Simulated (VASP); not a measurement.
Input of a VASP 6.6.1 run:

The input INCAR:

```
SYSTEM = CaO
ALGO = Normal ; EDIFF = 1E-7
ENCUT = 520 ; GGA = CA
ISIF = 2 ; ISMEAR = 0
LASPH = .True. ; LCHARG = .True.
LELF = .True. ; LREAL = .False.
LVHAR = .True. ; LWAVE = .False.
NBANDS = 15 ; NELM = 100
PREC = Accurate ; SIGMA = 0.05
```

Contents of KPOINTS:

```
k-points
0
Gamma
  8 8 8
  0 0 0
```

Contents of POSCAR:

```
CaO
1.0
    0.0000000000      2.4490000000      2.4490000000
    2.4490000000      0.0000000000      2.4490000000
    2.4490000000      2.4490000000      0.0000000000
Ca O
1 1
Direct
    0.0000000000      0.0000000000      0.0000000000
    0.5000000000      0.5000000000      0.5000000000
```

Potentials or basis: VASP PAW LDA potentials, release 64 (Ca_sv, O).

Command:

```sh
$ cat potpaw_LDA.64/Ca_sv/POTCAR potpaw_LDA.64/O/POTCAR > POTCAR
$ mpirun -np 1 vasp_std > vasp.out
```

Problem. Estimate the pressure.

Solution. -11.2 GPa.

Problem. Estimate the band gap on the k mesh.

Solution. 3.48 eV, indirect (least direct gap 3.86 eV).

A k mesh can miss the band edges. Expect the measured gap to be larger: semilocal functionals such as LDA lack the derivative discontinuity.
